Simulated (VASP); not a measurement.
A run of VASP 6.6.1 is set up as follows.

INCAR

```
PREC = Accurate
ENCUT = 600
EDIFF = 1E-6
ISMEAR = -1
SIGMA = 0.05
LREAL = False
LASPH = True
NELM = 120
ALGO = Normal
ISIF = 2
LWAVE = False
LCHARG = True
GGA = PS
LELF = True
LVHAR = True
NBANDS = 27
GGA_COMPAT = False
```

The input KPOINTS:

```
regular mesh
0
Gamma
  5 5 5
```

The input POSCAR:

```
Cu3N
1.0
    3.7555477468      0.0000000000      0.0000000000
    0.0000000000      3.7555477468      0.0000000000
    0.0000000000      0.0000000000      3.7555477468
Cu N
3 1
Direct
    0.5000000000      0.0000000000      0.0000000000
    0.0000000000      0.5000000000      0.0000000000
    0.0000000000      0.0000000000      0.5000000000
    0.0000000000      0.0000000000      0.0000000000
```

Potentials or basis: VASP PAW PBE potentials, release 64 (Cu, N).

Command:

```console
$ cat potpaw_PBE.64/Cu/POTCAR potpaw_PBE.64/N/POTCAR > POTCAR
$ mpirun -np 1 vasp_std > vasp.out
```

Q: Predict the band gap on the k mesh.

A: 1.41 eV (least direct gap 1.73 eV).

Q: Estimate the pressure.

A: 1.6 GPa.

Caveat: the PAW data sets were made with another functional, which shifts forces and pressure a little; an odd mesh through Γ misses points on the zone boundary, where band edges can lie.
